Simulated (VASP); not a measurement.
Set up this calculation in VASP 6.6.1, as the native input.

```
Task                               : single point
Functional                         : HSE06
Potentials or basis                : VASP PAW PBE potentials, release 64 (Hf_pv, S)
Cutoff                             : 400 eV
k mesh                             : 6 × 6 × 4
Occupations                        : gaussian, width 0.01 eV
Spin                               : no spin polarisation
Dipole correction                  : no
Grid for exact exchange (PRECFOCK) : Normal
Further INCAR settings             : ALGO = Normal; EDIFF = 1e-06; NBANDS = 18
Share of exact exchange            : 0.25
Screening parameter                : 0.2079 1/Å
```

HfS2:

```
Hf S
1.0
     3.63025    0.00000    0.00000
    -1.81512    3.14388    0.00000
     0.00000    0.00000    5.87871
Hf S
1 2
Direct
  0.00000 0.00000 0.00000
  0.66667 0.33333 0.75538
  0.33333 0.66667 0.24462
```

These files were run (other wordings do the same):

POSCAR

```
HfS2
1.0
    3.6302450469      0.0000000000      0.0000000000
   -1.8151225234      3.1438844326      0.0000000000
    0.0000000000      0.0000000000      5.8787062860
Hf S
1 2
Direct
    0.0000000000      0.0000000000      0.0000000000
    0.6666666667      0.3333333333      0.7553800775
    0.3333333333      0.6666666667      0.2446199225
```

INCAR.step1

```
PREC = Accurate
ENCUT = 400
EDIFF = 1E-5
ISMEAR = 0
SIGMA = 0.01
LREAL = F
LASPH = T
NELM = 120
ALGO = Normal
ISIF = 2
LWAVE = T
NBANDS = 18
GGA = PE
GGA_COMPAT = F
```

INCAR.step2

```
PREC = Accurate
ENCUT = 400
EDIFF = 1E-6
ISMEAR = 0
SIGMA = 0.01
LREAL = F
LASPH = T
NELM = 120
ALGO = Normal
ISIF = 2
LWAVE = F
LCHARG = T
GGA = PE
LHFCALC = T
HFSCREEN = 0.2079
PRECFOCK = Normal
LELF = T
LVHAR = T
NBANDS = 18
ISTART = 1
GGA_COMPAT = F
```

KPOINTS

```
regular mesh
0
Gamma
  6 6 4
```

Potentials or basis: VASP PAW PBE potentials, release 64 (Hf_pv, S).

Launch:

```console
$ cat potpaw_PBE.64/Hf_pv/POTCAR potpaw_PBE.64/S/POTCAR > POTCAR
$ cp INCAR.step1 INCAR
$ mpirun -np 1 vasp_std > vasp.out
$ cp INCAR.step2 INCAR
$ mpirun -np 1 vasp_std > vasp.out
```

It gave:

| Item | Value |
| --- | --- |
| Pressure | -0.1 GPa |
| Largest force | 0.200 eV/Å |
| Band gap on the k mesh | 1.85 eV (least direct gap 2.80 eV) |

Caveat: the PAW data sets were made with another functional, which shifts forces and pressure a little; spin-orbit coupling is left out, which moves the levels of the heavy elements; this functional lacks dispersion, which binds the layers, so the pressure and a relaxed spacing across them are unreliable.

Run time: 56 min on 1 thread of Intel(R) Xeon(R) Platinum 8375C CPU @ 2.90GHz (Ice Lake), with other jobs on the host, peak memory 0.28 GiB.
